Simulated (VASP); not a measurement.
# Si (a cell with a defect): relaxation of the atoms with PBE

System: Si (a cell with a defect).

```
Si
1.0
    -4.88073    4.88073    3.96099
     3.25382   -3.25382    2.64066
     3.25382    3.25382   -2.64066
Si
11
Direct
  0.00000 0.00000 0.50000
  0.00000 0.50000 0.00000
  0.00000 0.50000 0.50000
  0.33333 0.00000 0.00000
  0.33333 0.00000 0.50000
  0.33333 0.50000 0.00000
  0.33333 0.50000 0.50000
  0.66667 0.00000 0.00000
  0.66667 0.00000 0.50000
  0.66667 0.50000 0.00000
  0.66667 0.50000 0.50000
```

```
Program                : VASP 6.6.1
Task                   : relaxation of the atoms
Functional             : PBE
Potentials or basis    : VASP PAW PBE potentials, release 64 (Si)
Cutoff                 : 450 eV
k mesh                 : 2 × 3 × 3
Occupations            : fermi-dirac, width 0.1 eV
Spin                   : no spin polarisation
Dipole correction      : no
Further INCAR settings : ALGO = Normal; EDIFF = 1e-07; IBRION = 2; EDIFFG = -0.05; NSW = 60
```

- Energy gained by relaxing: 120.6 meV/atom
- Ionic steps: 43
- Pressure after relaxing: 5.7 GPa
- Largest force after relaxing: 0.042 eV/Å
- Band gap on the k mesh: zero (bands 22 and 23 overlap by 1.07 eV)

Forces in eV/Å, atoms in the order of the input:
```
Si   0.000  0.000  0.000
Si   0.000  0.000  0.000
Si   0.000  0.000  0.000
Si   0.029  0.007  0.010
Si  -0.038  0.013  0.008
Si   0.021  0.002 -0.002
Si  -0.037  0.009  0.018
Si  -0.029 -0.007 -0.010
Si   0.038 -0.013 -0.008
Si  -0.021 -0.002  0.002
Si   0.037 -0.009 -0.018
```

Stress tensor (GPa, compression positive):
```
 8.51  2.53 -0.30
 2.53  9.72 -0.71
-0.30 -0.71 -1.19
```

The path:
```
step  energy change (eV)  largest force (eV/Å)  pressure (GPa)
   1              0.0000                0.7837           -0.73
   3             -0.2905                0.5822           -0.85
   5             -0.3521                0.5713           -0.24
   7             -0.4521                0.7245            0.47
   9             -0.6399                0.5499            1.97
  11             -0.6901                0.2293            2.22
  13             -0.7358                0.1974            2.20
  15             -0.7602                0.3518            2.25
  17             -0.7766                0.2615            2.40
  19             -0.8170                0.2786            2.97
  21             -0.8324                0.4700            3.60
  23             -0.8704                0.3279            4.11
  25             -0.8853                0.4504            4.63
  27             -0.9706                0.5367            5.14
  29             -1.0910                0.5988            5.35
  31             -1.1688                0.4851            5.13
  33             -1.2579                0.2489            5.21
  35             -1.2984                0.2650            5.41
  37             -1.3199                0.1112            5.59
  39             -1.3230                0.0734            5.62
  41             -1.3253                0.0509            5.66
  43             -1.3269                0.0424            5.68
```

Final structure:
```
Si
1.0
    -4.88073    4.88073    3.96099
     3.25382   -3.25382    2.64066
     3.25382    3.25382   -2.64066
Si
11
Direct
  0.00000 0.00000 0.50000
  0.00000 0.50000 0.00000
  0.00000 0.50000 0.50000
  0.47556 0.19279 0.97320
  0.33049 0.00536 0.45444
  0.21509 0.29494 0.00644
  0.32292 0.47950 0.51029
  0.52444 0.80721 0.02680
  0.66951 0.99464 0.54556
  0.78491 0.70506 0.99356
  0.67708 0.52050 0.48971
```

Levels at points of the mesh, in eV from the Fermi level:
| k point | band 19 | band 20 | band 21 | band 22 | band 23 | band 24 | band 25 | band 26 |
| --- | --- | --- | --- | --- | --- | --- | --- | --- |
| (0.00, 0.00, 0.00) | -1.63 | -0.87 | -0.68 | -0.29 | 0.15 | 0.39 | 0.75 | 1.29 |
| (0.50, 0.00, 0.00) | -2.24 | -1.76 | -1.20 | -0.72 | -0.08 | 0.38 | 0.54 | 1.48 |

Run time: 11 min on 1 thread of AMD EPYC 9R45 96-Core Processor (Zen 5), with other jobs on the host, peak memory 0.24 GiB.

Caveat: the k points lie up to 0.51 Å⁻¹ apart, too coarse for converged energies and pressures of a metal; the relaxation stopped at a loose force limit of 0.05 eV/Å, so its end isn't a converged minimum.
